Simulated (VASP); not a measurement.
A run of VASP 6.6.1 is set up as follows.

File POSCAR:

```
CaO
1.0
    0.0000000000      2.4289723000      2.4289723000
    2.4289723000      0.0000000000      2.4289723000
    2.4289723000      2.4289723000      0.0000000000
Ca O
1 1
Direct
    0.5000000000      0.5000000000      0.5000000000
    0.0000000000      0.0000000000      0.0000000000
```

File INCAR.step1:

```
PREC = Accurate
ENCUT = 520
ISMEAR = 0
SIGMA = 0.05
LREAL = False
LASPH = True
NELM = 100
NBANDS = 15
GGA = PE
ALGO = Normal
EDIFF = 1E-4
LWAVE = True
LCHARG = False
```

File INCAR.step2:

```
PREC = Accurate
ENCUT = 520
EDIFF = 1E-6
ISMEAR = 0
SIGMA = 0.05
LREAL = False
LASPH = True
NELM = 100
ALGO = Normal
ISIF = 2
LWAVE = False
LCHARG = True
METAGGA = R2SCAN
LMIXTAU = True
LELF = True
LVHAR = True
NBANDS = 15
ISTART = 1
```

File KPOINTS:

```
regular mesh
0
Gamma
  8 8 8
```

Potentials or basis: VASP PAW PBE potentials, release 64 (Ca_sv, O).

Command:

```sh
$ cat potpaw_PBE.64/Ca_sv/POTCAR potpaw_PBE.64/O/POTCAR > POTCAR
$ cp INCAR.step1 INCAR
$ mpirun -np 1 vasp_std > vasp.out
$ cp INCAR.step2 INCAR
$ mpirun -np 1 vasp_std > vasp.out
```

(1) Predict the band gap on the k mesh.

(2) Estimate the pressure.

Answers

(1) 4.19 eV, indirect (least direct gap 4.58 eV).

(2) -3.3 GPa.

Caveat: the PAW data sets were made with another functional, which shifts forces and pressure a little.
